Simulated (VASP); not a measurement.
As, 1 atom in the cell. The structure is cubic, space group Pm-3m (No. 221). Conventional cell: a = 2.591 Å, b = 2.591 Å, c = 2.591 Å, α = 90.00°, β = 90.00°, γ = 90.00°. As (site symmetry m-3m) has 6 As at 2.59 Å within 3.4 Å.  This cell differs from its parent crystal: volume scaled by 0.88.

| Quantity | Value |
| --- | --- |
| Program | VASP 6.6.1 |
| Task | single point |
| Functional | r2SCAN |
| Potentials or basis | VASP PAW PBE potentials, release 64 (As) |
| Cutoff | 550 eV |
| k mesh | 10 × 10 × 10 |
| Occupations | gaussian, width 0.1 eV |
| Spin | no spin polarisation |
| Dipole correction | no |
| Further INCAR settings | ALGO = Normal; EDIFF = 1e-06; NBANDS = 8 |

Potentials or basis: VASP PAW PBE potentials, release 64 (As).

Run with:

```console
$ cat potpaw_PBE.64/As/POTCAR > POTCAR
$ cp INCAR.step1 INCAR
$ mpirun -np 1 vasp_std > vasp.out
$ cp INCAR.step2 INCAR
$ mpirun -np 1 vasp_std > vasp.out
```

Hardware: 1 thread of Intel Xeon 6975P-C, on a shared host.

Q: How long does it take, and how much memory?

A: Wall time 17 s on 1 thread of Intel Xeon 6975P-C, with other jobs on the host, peak memory 0.13 GiB. Counts: k points 56.
